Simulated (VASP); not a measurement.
Input of a VASP 6.6.1 run:

The input INCAR:

```
  ALGO = Normal
  EDIFF = 1E-7
  ENCUT = 520
  GGA = PS
  ISIF = 2
  ISMEAR = -1
  LASPH = T
  LCHARG = T
  LELF = T
  LREAL = F
  LVHAR = T
  LWAVE = F
  NBANDS = 11
  NELM = 100
  PREC = Accurate
  SIGMA = 0.08
```

The input KPOINTS:

```
k-points
0
Gamma
  12 12 12
```

Contents of POSCAR:

```
Si
1.0
    0.0000000000      2.2257251142      2.2257251142
    2.2257251142      0.0000000000      2.2257251142
    2.2257251142      2.2257251142      0.0000000000
Si
2
Direct
   -0.1250000000     -0.1250000000     -0.1250000000
    0.1250000000      0.1250000000      0.1250000000
```

Potentials or basis: VASP PAW PBE potentials, release 64 (Si).

Run with:

```sh
$ cat potpaw_PBE.64/Si/POTCAR > POTCAR
$ mpirun -np 1 vasp_std > vasp.out
```

Question: What does it give for the band gap on the k mesh?

Answer: Zero (band 4 reaches 13.71 eV, above the bottom of band 5 at 12.48 eV).

Question: Predict the pressure.

Answer: 178.7 GPa.

Caveat: the PAW data sets were made with another functional, which shifts forces and pressure a little.
